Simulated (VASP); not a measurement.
Tl: relaxation of cell and atoms with LDA

Crystal: Tl.

```xyz
1
Lattice="0.0000 2.4112 2.4112 2.4112 0.0000 2.4112 2.4112 2.4112 0.0000" Properties=species:S:1:pos:R:3 pbc="T T T"
Tl    0.0000    0.0000    0.0000
```

```json
{
  "Program": "VASP 6.6.1",
  "Task": "relaxation of cell and atoms",
  "Functional": "LDA",
  "Potentials or basis": "VASP PAW LDA potentials, release 64 (Tl_d)",
  "Cutoff": "600 eV",
  "k mesh": "11 × 11 × 11",
  "Occupations": "fermi-dirac, width 0.1 eV",
  "Spin": "no spin polarisation",
  "Dipole correction": "no",
  "Further INCAR settings": "ALGO = Normal; EDIFF = 1e-06; IBRION = 2; EDIFFG = -0.01; NSW = 80; ISIF = 3"
}
```

```
Relaxed volume                         : 27.22 Å³/atom
Relaxed cell                           : a = 3.376 Å, b = 3.376 Å, c = 3.376 Å, α = 60.00°, β = 60.00°, γ = 60.00°
Space group after relaxing (to 0.05 Å) : Fm-3m (No. 225)
Energy gained by relaxing              : 3.1 meV/atom
Ionic steps                            : 2
Pressure after relaxing                : 0.0 GPa
```

Step by step:
```csv
step,energy change (eV),largest force (eV/Å),pressure (GPa),volume (Å³)
1,0.0000,0.0000,-1.17,28.04
2,-0.0031,0.0000,0.01,27.22
```

Final structure:
```
CELL_PARAMETERS angstrom
0.00000 2.38742 2.38742
2.38742 0.00000 2.38742
2.38742 2.38742 0.00000
ATOMIC_POSITIONS crystal
Tl 0.00000 0.00000 0.00000
```

Levels at points of the mesh, in eV from the Fermi level:
```
           k point  band 4  band 5  band 6  band 7  band 8  band 9
(0.00, 0.00, 0.00)  -11.30  -11.30  -10.41   10.66   10.66   10.66
```

Run time: 18 s on 1 thread of AMD EPYC 7R13 Processor (Zen 3), with other jobs on the host, peak memory 0.13 GiB.

Caveat: spin-orbit coupling is left out, which moves the levels of the heavy elements.
